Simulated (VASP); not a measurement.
Runs of VASP 6.6.1 on Mg2Ge3N. The structure is that of space group P6/mmm (No. 191), or close to it. The cells are those of the table. The cell was built from a structure type or drawn by symmetry, and may not be a known phase.

```tsv
task	cell	k mesh	cutoff (eV)	gap on the mesh (eV)	pressure (GPa)
single point	a = 5.059, b = 5.059, c = 5.288 Å, angles 90.0, 90.0, 120.0°, 6 atoms	12 × 12 × 8	520	none	(a)
single point	a = 5.098, b = 5.098, c = 5.208 Å, angles 90.0, 90.0, 120.0°, 6 atoms	6 × 6 × 4	520	none	-0.3
relaxation of cell and atoms	relaxed from a = 5.405, b = 5.405, c = 4.059 Å, angles 90.0, 90.0, 120.0°, 6 atoms	6 × 6 × 4	600	none	-0.2
single point	a = 5.405, b = 5.405, c = 4.059 Å, angles 90.0, 90.0, 120.0°, 6 atoms	6 × 6 × 4	520	none	12.0
```

Alike in all rows: level PBE; potentials or basis VASP PAW PBE potentials, release 64 (Mg, Ge_d, N); no spin polarisation; smearing gaussian 0.1 eV.

Estimate the missing entries.

(a) -0.1.

Caveats: some runs use coarse meshes; a cell axis changed by over 15 % at a fixed basis, so the end point is rough (at least some runs).

A k mesh can miss the band edges, and the runs leave out spin-orbit coupling on Ge.

A gap of «none» marks levels without a gap at the run's occupations.
